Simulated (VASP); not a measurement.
# CO2 (P4_2/mnm) in VASP: a series of runs, part 2 of 2

VASP 6.6.1.

### Step 3. Single point, r2SCAN

Input file POSCAR:

```
CO2
1.0
    4.2272127900      0.0000000000      0.0000000000
    0.0000000000      4.2272127900      0.0000000000
    0.0000000000      0.0000000000      4.6877715900
C O
2 4
Direct
    0.5000000000      0.5000000000      0.5000000000
    0.0000000000      0.0000000000      0.0000000000
    0.3059508626      0.6940491374      0.5000000000
    0.6940491374      0.3059508626      0.5000000000
    0.1940491374      0.1940491374      0.0000000000
    0.8059508626      0.8059508626      0.0000000000
```

Input file INCAR.step1:

```
PREC = Accurate
ENCUT = 520
ISMEAR = -1
SIGMA = 0.01
LREAL = False
LASPH = True
NELM = 80
NBANDS = 25
GGA = PE
ALGO = Normal
EDIFF = 1E-4
LWAVE = True
LCHARG = False
```

Input file INCAR.step2:

```
PREC = Accurate
ENCUT = 520
EDIFF = 1E-6
ISMEAR = -1
SIGMA = 0.01
LREAL = False
LASPH = True
NELM = 80
ALGO = Normal
ISIF = 2
LWAVE = False
LCHARG = False
METAGGA = R2SCAN
LMIXTAU = True
NBANDS = 25
ISTART = 1
```

Input file KPOINTS:

```
regular mesh
0
Gamma
  8 8 7
```

Potentials or basis: VASP PAW PBE potentials, release 64 (C, O).

Launch:

```sh
$ cat potpaw_PBE.64/C/POTCAR potpaw_PBE.64/O/POTCAR > POTCAR
$ cp INCAR.step1 INCAR
$ mpirun -np 1 vasp_std > vasp.out
$ cp INCAR.step2 INCAR
$ mpirun -np 1 vasp_std > vasp.out
```

OUTCAR:

```text
PREC = Accurate
   ENCUT = 520
   EDIFF = 1E-6
   ISMEAR = -1
   LREAL = False
   LASPH = True
   NELM = 80
   ISIF = 2
   METAGGA = R2SCAN
   ISTART = 1

 ion  position               nearest neighbor table
   1  0.500  0.500  0.500-   3 1.16   4 1.16
   2  0.000  0.000  0.000-   5 1.16   6 1.16
   3  0.306  0.694  0.500-   1 1.16
   4  0.694  0.306  0.500-   1 1.16
   5  0.194  0.194  0.000-   2 1.16
   6  0.806  0.806  0.000-   2 1.16

  LATTYP: Found a simple tetragonal cell.
 ALAT       =     4.2272127900
 C/A-ratio  =     1.1089509383

  Lattice vectors:

 A1 = (   4.2272127900,   0.0000000000,   0.0000000000)
 A2 = (   0.0000000000,   4.2272127900,   0.0000000000)
 A3 = (   0.0000000000,   0.0000000000,   4.6877715900)

Analysis of symmetry for initial positions (statically):
=====================================================================
 Subroutine PRICEL returns:
 Original cell was already a primitive cell.

 Routine SETGRP: Setting up the symmetry group for a
 simple tetragonal supercell.

 Subroutine GETGRP returns: Found 16 space group operations
 (whereof  8 operations were pure point group operations)
 out of a pool of 16 trial point group operations.

The static configuration has the point symmetry D_2h.
 The point group associated with its full space group is D_4h.

Analysis of symmetry for dynamics (positions and initial velocities):
=====================================================================
 Subroutine PRICEL returns:
 Original cell was already a primitive cell.

 Routine SETGRP: Setting up the symmetry group for a
 simple tetragonal supercell.

 Subroutine GETGRP returns: Found 16 space group operations
 (whereof  8 operations were pure point group operations)
 out of a pool of 16 trial point group operations.

The dynamic configuration has the point symmetry D_2h.
 The point group associated with its full space group is D_4h.

[... 127 lines left out ...]
  volume/ion in A,a.u.               =      13.96        94.21
  Fermi-wavevector in a.u.,A,eV,Ry     =   1.187864  2.244737 19.198094  1.411020
  Thomas-Fermi vector in A             =   2.324006
   LORBIT       =      0    0 simple, 1 ext, 2 COOP (PROOUT), +10 PAW based schemes
   METAGGA = R2SCAN    functional components
   LHFCALC =     F    Hartree Fock is set to
   AEXX    =    0.0000 exact exchange contribution
   IVDW    =     0    specifies the selected vdW correction
   LEPSILON=     F    determine dielectric tensor
   LRPA    =     F    only Hartree local field effects (RPA)
 non-spin polarized calculation
  energy-cutoff  :      520.00
  volume of cell :       83.77
 maximum number of plane-waves:      2272
 NGX is ok and might be reduce to    32
   NGX = 15   NGY = 15   NGZ = 17

 number of electron      32.0000021 magnetization

 Free energy of the ion-electron system (eV)
  ---------------------------------------------------
  ext. energy  EPLUGINS =         0.00000000
  ---------------------------------------------------
  free energy    TOTEN  =       -51.46539225 eV

  energy without entropy =      -51.46539225  energy(sigma->0) =      -51.46539225

 E-fermi :  -3.3005     XC(G=0):  -8.5684

 val. band max:       -3.6105523928   @ k =   0.5000   0.5000   0.4286
 cond. band min:       3.6228196043   @ k =   0.0000   0.0000   0.0000
 fundamental gap:      7.2333719971
 Fermi energy:        -3.3004954154

 k-point     1 :       0.0000    0.0000    0.0000
  band No.  band energies     occupation
      1     -25.7048      2.00000
      2     -25.4139      2.00000
      3     -24.4061      2.00000
      4     -24.4061      2.00000
      5      -9.4914      2.00000
      6      -9.1307      2.00000
[... 661 lines left out ...]
     24      10.7954      0.00000
     25      11.9639      0.00000

 [... further k-points ...]

------------------------ aborting loop because EDIFF is reached ----------------------------------------

  FORCE on cell =-STRESS in cart. coord.  units (eV):
  Direction    XX          YY          ZZ          XY          YZ          ZX
  --------------------------------------------------------------------------------------
  -------------------------------------------------------------------------------------
  Total        1.8732394      1.8732394     -0.0156018      0.0000000      0.0000000      0.0000000
  in kB       35.8285474     35.8285474     -0.2984089      0.0000000      0.0000000      0.0000000
  external PRESSURE =      23.7862287 kB  Pullay stress =       0.0000000 kB

 VOLUME and BASIS-vectors are now :
 -----------------------------------------------------------------------------
  energy-cutoff  :      520.00
  volume of cell :       83.77
      direct lattice vectors                 reciprocal lattice vectors
     4.227212790  0.000000000  0.000000000     0.236562494  0.000000000  0.000000000
     0.000000000  4.227212790  0.000000000     0.000000000  0.236562494  0.000000000
     0.000000000  0.000000000  4.687771590     0.000000000  0.000000000  0.213320974

 POSITION                                       TOTAL-FORCE (eV/Angst)
 -----------------------------------------------------------------------------------
      2.11361      2.11361      2.34389        -0.000000      0.000000      0.000000
      0.00000      0.00000      0.00000        -0.000000      0.000000      0.000000
      1.29332      2.93389      2.34389        -0.558274      0.558274     -0.000000
      2.93389      1.29332      2.34389         0.558274     -0.558274      0.000000
      0.82029      0.82029      0.00000         0.558274      0.558274     -0.000000
      3.40693      3.40693      0.00000        -0.558274     -0.558274      0.000000
 -----------------------------------------------------------------------------------
    total drift:                                0.000000      0.000000     -0.000000

  FREE ENERGIE OF THE ION-ELECTRON SYSTEM (eV)
  ---------------------------------------------------
  free  energy   TOTEN  =       -51.4653922504 eV

  energy  without entropy=      -51.4653922504  energy(sigma->0) =      -51.46539225
```

Wall time 2.6 min (1 thread of Intel Xeon 6975P-C (Granite Rapids), shared host); peak memory 0.24 GiB.

Results:

```yaml
Free_energy: -51.4654 eV
Pressure: 2.4 GPa
Largest_force: 0.790 eV/Å
Band_gap_on_the_k_mesh: 7.23 eV (least direct gap 7.71 eV)
```

Forces in eV/Å, atoms in the order of the input:
```
C    0.000  0.000  0.000
C    0.000  0.000  0.000
O   -0.558  0.558  0.000
O    0.558 -0.558  0.000
O    0.558  0.558  0.000
O   -0.558 -0.558  0.000
```

Stress tensor (GPa, compression positive):
```
 3.58  0.00  0.00
 0.00  3.58  0.00
 0.00  0.00 -0.03
```

Levels at points of the mesh, in eV from the valence-band top:
```
           k point  band 13  band 14  band 15  band 16  band 17  band 18  band 19  band 20
(0.00, 0.00, 0.00)    -1.40    -0.55    -0.48    -0.48     7.23     8.28     8.70     8.70
(0.50, 0.00, 0.00)    -0.53    -0.53    -0.49    -0.49     8.90     8.90     9.04     9.04
(0.50, 0.50, 0.00)    -0.67    -0.67     0.00     0.00     9.07     9.07     9.18     9.18
```

Caveat: the PAW data sets were made with another functional, which shifts forces and pressure a little. A k mesh can miss the band edges.
